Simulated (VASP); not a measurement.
Wanted: the native input for a VASP 6.6.1 run.

* Task: relaxation of cell and atoms
* Functional: PBE
* Potentials or basis: VASP PAW PBE potentials, release 64 (Sr_sv, Hf_pv, O)
* Cutoff: 600 eV
* k mesh: 8 × 8 × 6
* Occupations: gaussian, width 0.1 eV
* Spin: no spin polarisation
* Dipole correction: no
* Further INCAR settings: ALGO = Normal; EDIFF = 1e-07; IBRION = 2; EDIFFG = -0.01; NSW = 100; ISIF = 3

The structure of Sr2HfO2 lies in POSCAR:

```
Sr2HfO2
1.0
    4.7103279675      0.0000000000      0.0000000000
    0.0000000000      4.7103279675      0.0000000000
    0.0000000000      0.0000000000      6.1277818634
Sr Hf O
2 1 2
Direct
    0.0000000000      0.0000000000      0.0000000000
    0.5000000000      0.5000000000      0.0000000000
    0.5000000000      0.5000000000      0.5000000000
    0.0000000000      0.0000000000      0.6141611610
    0.0000000000      0.0000000000      0.3858388390
```

These files were run (other wordings do the same):

INCAR

```
SYSTEM = Sr2HfO2
  ALGO = Normal
  EDIFF = 1E-7
  EDIFFG = -0.01
  ENCUT = 600
  GGA = PE
  IBRION = 2
  ISIF = 3
  ISMEAR = 0
  LASPH = .True.
  LCHARG = .False.
  LREAL = .False.
  LWAVE = .False.
  NELM = 100
  NSW = 100
  PREC = Accurate
  SIGMA = 0.1
```

KPOINTS

```
k-points
0
Gamma
  8 8 6
  0 0 0
```

Potentials or basis: VASP PAW PBE potentials, release 64 (Sr_sv, Hf_pv, O).

Command:

```sh
$ cat potpaw_PBE.64/Sr_sv/POTCAR potpaw_PBE.64/Hf_pv/POTCAR potpaw_PBE.64/O/POTCAR > POTCAR
$ mpirun -np 1 vasp_std > vasp.out
```

Results of the run:

```json
{"Relaxed volume": "27.83 Å³/atom", "Relaxed cell": "a = 4.774 Å, b = 4.774 Å, c = 6.105 Å, α = 90.00°, β = 90.00°, γ = 90.00°", "Space group after relaxing (to 0.05 Å)": "P4/mmm (No. 123)", "Energy gained by relaxing": "0.9 meV/atom", "Ionic steps": "7", "Pressure after relaxing": "0.0 GPa", "Band gap on the k mesh": "zero (band 21 reaches 2.80 eV, above the bottom of band 22 at 1.89 eV)"}
```

Caveat: spin-orbit coupling is left out, which moves the levels of the heavy elements.

It took 36 min on 1 thread of AMD EPYC 7R43 64-Core Processor (Zen 3), with other jobs on the host, peak memory 0.44 GiB.
